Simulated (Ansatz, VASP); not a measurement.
Rh: VASP beside Ansatz

INCAR

```
PREC = Accurate
ENCUT = 520
EDIFF = 1E-6
ISMEAR = 0
SIGMA = 0.15
LREAL = F
LASPH = T
NELM = 100
ALGO = Fast
ISIF = 2
LWAVE = F
LCHARG = F
GGA = PS
NBANDS = 14
```

KPOINTS

```
Automatic mesh
0
Gamma
  22 22 22
```

File POSCAR:

```
Rh
1.0
    0.0000000000      1.9966275000      1.9490887500
    1.9966275000      0.0000000000      1.9490887500
    1.9966275000      1.9966275000      0.0000000000
Rh
1
Direct
    0.0000000000      0.0000000000      0.0000000000
```

Input for Ansatz:

```yaml
crystal:
  lattice:
    - [0.0, 1.9966275, 1.94908875]
    - [1.9966275, 0.0, 1.94908875]
    - [1.9966275, 1.9966275, 0.0]
  atoms:
    - { symbol: Rh, position: [0.0, 0.0, 0.0] }
basis:
  ecutwfc: 420
kpoints:
  mp_grid: { grid: [22, 22, 22] }
hamiltonian:
  xc: pbesol
scf:
  occupations: { method: gaussian, width: 0.15 }
output:
  forces: true
  stress: true
  eigenvalues: true
```

Change from the starting cell: strain +0.050 along x and y, +0.025 along z, atoms carried along.

Alike in both runs: task single point; functional PBEsol; k mesh 22 × 22 × 22; occupations gaussian, width 0.15 eV; no spin polarisation.

|  | VASP | Ansatz |
| --- | --- | --- |
| version | VASP 6.6.1 | Ansatz 0.2.0 |
| potentials or method | VASP PAW PBE potentials, release 64 (Rh_pv), cutoff 520 eV | scalar-relativistic, plane waves, PAW |
| valence electrons in the cell | 15 | 17 |

Ansatz gave:

```
gap on the k mesh at the Fermi level (eV)                     : none
pressure (GPa)                                                : -28.7
traceless stress, the component that is largest in VASP (GPa) : 2.70
```

Q: What did VASP give for the same quantities?

A: gap on the k mesh at the Fermi level (eV): none; pressure (GPa): -28.8; traceless stress, the component that is largest in VASP (GPa): 2.69.

VASP's potentials were made for PBE, not for PBEsol. A gap of «none» marks a metal or a gap that the smearing closes. Both programs put the cell under strong tension, so it lies far from rest at this level. VASP's potentials hold 15 valence electrons a cell and Ansatz's 17, so a difference there can come from the potentials and not from the codes.
